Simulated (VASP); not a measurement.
A run of VASP 6.6.1:

The input POSCAR:

```
W
1.0
    0.0000000000      1.9882862878      1.9882862878
    1.9882862878      0.0000000000      1.9882862878
    1.9882862878      1.9882862878      0.0000000000
W
1
Direct
    0.0000000000      0.0000000000      0.0000000000
```

The input INCAR.step1:

```
SYSTEM = W
ALGO = Normal
EDIFF = 1E-4
ENCUT = 520
GGA = PE
ISMEAR = 0
LASPH = .True.
LCHARG = .False.
LREAL = .False.
LWAVE = .True.
NBANDS = 13
NELM = 80
PREC = Accurate
SIGMA = 0.1
```

The input INCAR.step2:

```
SYSTEM = W
ALGO = Normal
EDIFF = 1E-6
ENCUT = 520
ISIF = 2
ISMEAR = 0
ISTART = 1
LASPH = .True.
LCHARG = .False.
LMIXTAU = .True.
LREAL = .False.
LWAVE = .False.
METAGGA = R2SCAN
NBANDS = 13
NELM = 80
PREC = Accurate
SIGMA = 0.1
```

File KPOINTS:

```
k-points
0
Gamma
  18 18 18
  0 0 0
```

Potentials or basis: VASP PAW PBE potentials, release 64 (W_sv).

Run with:

```sh
$ cat potpaw_PBE.64/W_sv/POTCAR > POTCAR
$ cp INCAR.step1 INCAR
$ mpirun -np 1 vasp_std > vasp.out
$ cp INCAR.step2 INCAR
$ mpirun -np 1 vasp_std > vasp.out
```

Hardware: 1 thread of Intel Xeon 6975P-C (shared host).

Estimate the wall time of this run.

Wall time 87 s on 1 thread of Intel Xeon 6975P-C, on a shared host, peak memory 0.17 GiB. Counts: k points 195.
